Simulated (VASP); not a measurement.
# PbSe in VASP: notebook

PbSe is run at these levels: PBEsol; tasks: single point.

All numbers are computed with VASP 6.6.1; they aren't measurements. Logs are shortened: lines on timing, memory, paths and dates and some standing lists are left out, and cuts for length are marked.

### 1 The cell of the first run

The cell holds a slab with vacuum, 4 atoms: a = 4.415 Å, b = 4.415 Å, c = 12.399 Å, α = 100.23°, β = 100.23°, γ = 90.13°.

### 2 Single point, PBEsol

Contents of INCAR:

```
PREC = Accurate
ENCUT = 520
EDIFF = 1E-6
ISMEAR = 0
SIGMA = 0.01
LREAL = False
LASPH = True
NELM = 60
ALGO = Normal
ISIF = 2
LWAVE = False
LCHARG = False
GGA = PS
NBANDS = 28
```

Contents of KPOINTS:

```
regular mesh
0
Gamma
  2 2 1
```

Contents of POSCAR:

```
PbSe
1.0
    4.4148900000      0.0000000000      0.0000000000
   -0.0103100000      4.4148800000      0.0000000000
   -2.2022900000     -2.2074400000     12.0008000000
Pb Se
2 2
Direct
    0.8022500000      0.8090400000      0.6168200000
    0.1928500000      0.1908800000      0.3843600000
    0.2898700000      0.3234000000      0.6227200000
    0.6711100000      0.7053100000      0.3765100000
```

Potentials or basis: VASP PAW PBE potentials, release 64 (Pb_d, Se).

Run with:

```sh
$ cat potpaw_PBE.64/Pb_d/POTCAR potpaw_PBE.64/Se/POTCAR > POTCAR
$ mpirun -np 1 vasp_std > vasp.out
```

OUTCAR:

```text
PREC = Accurate
   ENCUT = 520
   EDIFF = 1E-6
   ISMEAR = 0
   LREAL = False
   LASPH = True
   NELM = 60
   ISIF = 2
   GGA = PS

 ion  position               nearest neighbor table
   1  0.802  0.809  0.617-   4 2.89   3 3.04   3 3.11   3 3.13   3 3.21
   2  0.193  0.191  0.384-   3 2.86   4 3.01   4 3.12   4 3.12   4 3.24
   3  0.290  0.323  0.623-   2 2.86   1 3.04   1 3.11   1 3.13   1 3.21
   4  0.671  0.705  0.377-   1 2.89   2 3.01   2 3.12   2 3.12   2 3.24

  LATTYP: Found a face centered orthorhombic cell.
 ALAT       =     6.2363042253
 B/A-ratio  =     1.0023380111
 C/A-ratio  =     3.8486897260

  Lattice vectors:

 A1 = (  -2.2126000000,   2.2074400000,  12.0008000000)
 A2 = (   2.2022900000,   2.2074400000,  12.0008000000)
 A3 = (  -0.0103100000,   4.4148800000,   0.0000000000)

Analysis of symmetry for initial positions (statically):
=====================================================================
 Subroutine PRICEL returns:
 Original cell was already a primitive cell.

 Routine SETGRP: Setting up the symmetry group for a
 face centered orthorhombic supercell.

 Subroutine GETGRP returns: Found  1 space group operations
 (whereof  1 operations were pure point group operations)
 out of a pool of  8 trial point group operations.

The static configuration has the point symmetry C_1 .

Analysis of symmetry for dynamics (positions and initial velocities):
=====================================================================
 Subroutine PRICEL returns:
 Original cell was already a primitive cell.

 Routine SETGRP: Setting up the symmetry group for a
 face centered orthorhombic supercell.

 Subroutine GETGRP returns: Found  1 space group operations
 (whereof  1 operations were pure point group operations)
 out of a pool of  8 trial point group operations.

The dynamic configuration has the point symmetry C_1 .

 Subroutine INISYM returns: Found  1 space group operations
 (whereof  1 operations are pure point group operations),
 and found     1 'primitive' translations

----------------------------------------------------------------------------------------

                                     Primitive cell

  volume of cell :     233.9101

  direct lattice vectors                    reciprocal lattice vectors
     4.414890000  0.000000000  0.000000000     0.226506210  0.000528956  0.041663889
    -0.010310000  4.414880000  0.000000000     0.000000000  0.226506723  0.041663889
    -2.202290000 -2.207440000 12.000800000     0.000000000  0.000000000  0.083327778
[... 90 lines left out ...]
   LREAL  =      F    real-space projection
   EDIFFG = 0.1E-04   stopping-criterion for IOM
   NSW    =      0    number of steps for IOM
   IBRION =     -1    ionic relax: 0-MD 1-quasi-New 2-CG
   NFREE  =      0    steps in history (QN), initial steepest desc. (CG)
   ISIF   =      2    stress and relaxation
   ISYM   =      2    0-nonsym 1-usesym 2-fastsym
   POTIM  = 0.5000    time-step for ionic-motion
   TEBEG  =    0.0;   TEEND  =   0.0 temperature during run
   PSTRESS=    0.0 pullay stress
   NELECT =      40.0000    total number of electrons
   NUPDOWN=      -1.0000    fix difference up-down
   EMIN   =  10.00;   EMAX   =-10.00  energy-range for DOS
   EFERMI =   0.00;   METHOD = LEGACY
   ISMEAR =     0;   SIGMA  =   0.01  broadening in eV -4-tet -1-fermi 0-gaus
   EFERMI_NEDOS =   21; number of points for ismear=-14 and -15
   IALGO  =     38    algorithm
   IMIX   =      4    mixing-type and parameters
     AMIX     =   0.40;   BMIX     =  1.00
     AMIX_MAG =   1.60;   BMIX_MAG =  1.00
  volume/ion in A,a.u.               =      58.48       394.63
  Fermi-wavevector in a.u.,A,eV,Ry     =   0.908682  1.717160 11.234366  0.825703
  Thomas-Fermi vector in A             =   2.032637
   LORBIT       =      0    0 simple, 1 ext, 2 COOP (PROOUT), +10 PAW based schemes
   GGA     = PS    functional components
   LHFCALC =     F    Hartree Fock is set to
   AEXX    =    0.0000 exact exchange contribution
   IVDW    =     0    specifies the selected vdW correction
   LEPSILON=     F    determine dielectric tensor
   LRPA    =     F    only Hartree local field effects (RPA)
 non-spin polarized calculation
 Gauss-broadening in eV      SIGMA  =   0.01
  energy-cutoff  :      520.00
  volume of cell :      233.91
 maximum number of plane-waves:      6320
 NGX is ok and might be reduce to    36
   NGX = 17   NGY = 17   NGZ = 45

 number of electron      40.0000003 magnetization

 Free energy of the ion-electron system (eV)
  ---------------------------------------------------
  ext. energy  EPLUGINS =         0.00000000
  ---------------------------------------------------
  free energy    TOTEN  =       -16.29037308 eV

  energy without entropy =      -16.29037308  energy(sigma->0) =      -16.29037308

 E-fermi :  -0.2278     XC(G=0):  -5.6301

 val. band max:       -0.2771491159   @ k =   0.5000   0.0000   0.0000
 cond. band min:       1.2174707960   @ k =   0.5000   0.0000   0.0000
 fundamental gap:      1.4946199119
 Fermi energy:        -0.2278267429

 k-point     1 :       0.0000    0.0000    0.0000
  band No.  band energies     occupation
      1     -16.6639      2.00000
      2     -16.6290      2.00000
      3     -16.6077      2.00000
      4     -16.5898      2.00000
      5     -16.5810      2.00000
      6     -16.5800      2.00000
[... 113 lines left out ...]
     27       6.0411      0.00000
     28       6.1163      0.00000

------------------------ aborting loop because EDIFF is reached ----------------------------------------

  FORCE on cell =-STRESS in cart. coord.  units (eV):
  Direction    XX          YY          ZZ          XY          YZ          ZX
  --------------------------------------------------------------------------------------
  -------------------------------------------------------------------------------------
  Total        1.3831644      1.3793188     -5.3743321     -0.0468474      0.0858570      0.1129480
  in kB        9.4740438      9.4477034    -36.8117184     -0.3208835      0.5880809      0.7736425
  external PRESSURE =      -5.9633237 kB  Pullay stress =       0.0000000 kB

 VOLUME and BASIS-vectors are now :
 -----------------------------------------------------------------------------
  energy-cutoff  :      520.00
  volume of cell :      233.91
      direct lattice vectors                 reciprocal lattice vectors
     4.414890000  0.000000000  0.000000000     0.226506210  0.000528956  0.041663889
    -0.010310000  4.414880000  0.000000000     0.000000000  0.226506723  0.041663889
    -2.202290000 -2.207440000 12.000800000     0.000000000  0.000000000  0.083327778

 POSITION                                       TOTAL-FORCE (eV/Angst)
 -----------------------------------------------------------------------------------
      2.17509      2.21022      7.40233         0.198153     -0.154245     -0.831758
      0.00297     -0.00574      4.61263         0.195474     -0.197623      0.734527
     -0.09500      0.05316      7.47314        -0.162472      0.184521     -1.020049
      2.12642      2.28274      4.51842        -0.231155      0.167347      1.117280
 -----------------------------------------------------------------------------------
    total drift:                                0.000214     -0.000012      0.000431

  FREE ENERGIE OF THE ION-ELECTRON SYSTEM (eV)
  ---------------------------------------------------
  free  energy   TOTEN  =       -16.2903730837 eV

  energy  without entropy=      -16.2903730837  energy(sigma->0) =      -16.29037308
```

OSZICAR:

```text
N       E                     dE             d eps       ncg     rms          rms(c)
DAV:   1     0.386736908853E+03    0.38674E+03   -0.16796E+04   224   0.124E+03
DAV:   2     0.303416728562E+02   -0.35640E+03   -0.34745E+03   236   0.331E+02
DAV:   3    -0.151239020288E+02   -0.45466E+02   -0.44720E+02   284   0.147E+02
DAV:   4    -0.171665073346E+02   -0.20426E+01   -0.20389E+01   252   0.374E+01
DAV:   5    -0.172455999901E+02   -0.79093E-01   -0.79078E-01   324   0.724E+00    0.415E+00
DAV:   6    -0.163516749806E+02    0.89393E+00   -0.19770E+00   320   0.794E+00    0.222E+00
DAV:   7    -0.163070601535E+02    0.44615E-01   -0.37270E-01   244   0.247E+00    0.126E+00
DAV:   8    -0.162915219003E+02    0.15538E-01   -0.57700E-02   280   0.161E+00    0.241E-01
DAV:   9    -0.162879316677E+02    0.35902E-02   -0.11652E-02   292   0.684E-01    0.135E-01
DAV:  10    -0.162869780733E+02    0.95359E-03   -0.31174E-03   280   0.289E-01    0.598E-02
DAV:  11    -0.162871034764E+02   -0.12540E-03   -0.23472E-03   236   0.186E-01    0.642E-02
DAV:  12    -0.162889351295E+02   -0.18317E-02   -0.76618E-04   268   0.137E-01    0.450E-02
DAV:  13    -0.162898304276E+02   -0.89530E-03   -0.24285E-04   248   0.853E-02    0.202E-02
DAV:  14    -0.162902689102E+02   -0.43848E-03   -0.97115E-05   228   0.609E-02    0.119E-02
DAV:  15    -0.162903691490E+02   -0.10024E-03   -0.25170E-05   208   0.273E-02    0.441E-03
DAV:  16    -0.162903722231E+02   -0.30741E-05   -0.26131E-06   208   0.918E-03    0.197E-03
DAV:  17    -0.162903730837E+02   -0.86066E-06   -0.31332E-07   180   0.371E-03
   1 F= -.16290373E+02 E0= -.16290373E+02  d E =-.457220E-13
```

stdout:

```text
POSCAR found type information on POSCAR PbSe
 POSCAR found :  2 types and       4 ions
 scaLAPACK will be used
 -----------------------------------------------------------------------------
|                                                                             |
|                                                                             |
|     You enforced a specific xc type in the INCAR file but a different       |
[... 22 lines left out ...]
 -----------------------------------------------------------------------------

 POSCAR, INCAR and KPOINTS ok, starting setup
 FFT: planning ... GRIDC
 FFT: planning ... GRID_SOFT
 FFT: planning ... GRID
 WAVECAR not read
 entering main loop
```

Wall time 21 s (1 thread of Intel Xeon 6975P-C (Granite Rapids), shared host); peak memory 0.33 GiB.

Results:

| Property | Result |
| --- | --- |
| Free energy | -16.2904 eV |
| Largest force | 1.153 eV/Å |
| Band gap on the k mesh | 1.49 eV, direct |

Forces in eV/Å, atoms in the order of the input:
```
Pb   0.198 -0.154 -0.832
Pb   0.195 -0.198  0.735
Se  -0.162  0.185 -1.020
Se  -0.231  0.167  1.117
```

Caveat: the k points lie up to 0.72 Å⁻¹ apart; the PAW data sets were made with another functional, which shifts forces and pressure a little; spin-orbit coupling is left out, which moves the levels of the heavy elements.

### 3 Single point, PBEsol

Contents of INCAR:

```
SYSTEM = PbSe
ALGO = Normal ; EDIFF = 1E-6
ENCUT = 520 ; GGA = PS
ISIF = 2 ; ISMEAR = 0
LASPH = .TRUE. ; LCHARG = .TRUE.
LELF = .TRUE. ; LREAL = .FALSE.
LVHAR = .TRUE. ; LWAVE = .FALSE.
NBANDS = 28 ; NELM = 80
PREC = Accurate ; SIGMA = 0.01
```

Contents of KPOINTS:

```
k-points
0
G
  2 2 1
  0 0 0
```

POSCAR is that of step 2.

Potentials or basis: VASP PAW PBE potentials, release 64 (Pb_d, Se).

Run with:

```sh
$ cat potpaw_PBE.64/Pb_d/POTCAR potpaw_PBE.64/Se/POTCAR > POTCAR
$ mpirun -np 1 vasp_std > vasp.out
```

It took 23 s on 1 thread of Intel Xeon 6975P-C (Granite Rapids), shared host; peak memory 0.33 GiB.

It converged, with:

* Free energy: -16.2904 eV
* Largest force: 1.153 eV/Å
* Band gap on the k mesh: 1.49 eV, direct

Forces in eV/Å, atoms in the order of the input:
```
Pb   0.198 -0.154 -0.832
Pb   0.195 -0.198  0.735
Se  -0.162  0.185 -1.020
Se  -0.231  0.167  1.117
```

Levels at points of the mesh, in eV from the valence-band top:
| k point | band 18 | band 19 | band 20 | band 21 | band 22 | band 23 |
| --- | --- | --- | --- | --- | --- | --- |
| (0.00, 0.00, 0.00) | -1.26 | -1.26 | -0.39 | 2.14 | 4.00 | 4.47 |
| (0.50, 0.00, 0.00) | -0.77 | -0.04 | 0.00 | 1.49 | 1.55 | 2.44 |
| (0.00, 0.50, 0.00) | -0.76 | -0.04 | 0.00 | 1.50 | 1.55 | 2.43 |
| (0.50, 0.50, 0.00) | -2.66 | -1.26 | -1.25 | 3.52 | 3.60 | 5.07 |

Caveat: the k points lie up to 0.72 Å⁻¹ apart; the PAW data sets were made with another functional, which shifts forces and pressure a little; spin-orbit coupling is left out, which moves the levels of the heavy elements.
